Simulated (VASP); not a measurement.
Here is a VASP 6.6.1 calculation.

POSCAR

```
Hf
1.0
    3.1958019096      0.0000000000      0.0000000000
   -1.5979009548      2.7676456392      0.0000000000
    0.0000000000      0.0000000000      5.0563794195
Hf
2
Direct
    0.3333333333      0.6666666667      0.2500000000
    0.6666666667      0.3333333333      0.7500000000
```

File INCAR.step1:

```
PREC = Accurate
ENCUT = 520
ISMEAR = -1
SIGMA = 0.05
LREAL = False
LASPH = True
NELM = 100
NBANDS = 17
GGA = PE
ALGO = Normal
EDIFF = 1E-4
LWAVE = True
LCHARG = False
```

The input INCAR.step2:

```
PREC = Accurate
ENCUT = 520
EDIFF = 1E-6
ISMEAR = -1
SIGMA = 0.05
LREAL = False
LASPH = True
NELM = 100
ALGO = Normal
ISIF = 2
LWAVE = False
LCHARG = False
METAGGA = R2SCAN
LMIXTAU = True
NBANDS = 17
ISTART = 1
```

The input KPOINTS:

```
Automatic mesh
0
Gamma
  8 8 5
```

Potentials or basis: VASP PAW PBE potentials, release 64 (Hf_pv).

Launch:

```console
$ cat potpaw_PBE.64/Hf_pv/POTCAR > POTCAR
$ cp INCAR.step1 INCAR
$ mpirun -np 1 vasp_std > vasp.out
$ cp INCAR.step2 INCAR
$ mpirun -np 1 vasp_std > vasp.out
```

What does it give for the pressure?

-0.6 GPa.

What does it give for the band gap on the k mesh?

Zero (band 10 reaches 6.17 eV, above the bottom of band 11 at 4.56 eV).

Stress tensor (GPa, compression positive):
```
-0.38  0.00  0.00
 0.00 -0.38  0.00
 0.00  0.00 -1.05
```

Caveat: the PAW data sets were made with another functional, which shifts forces and pressure a little; spin-orbit coupling is left out, which moves the levels of the heavy elements.
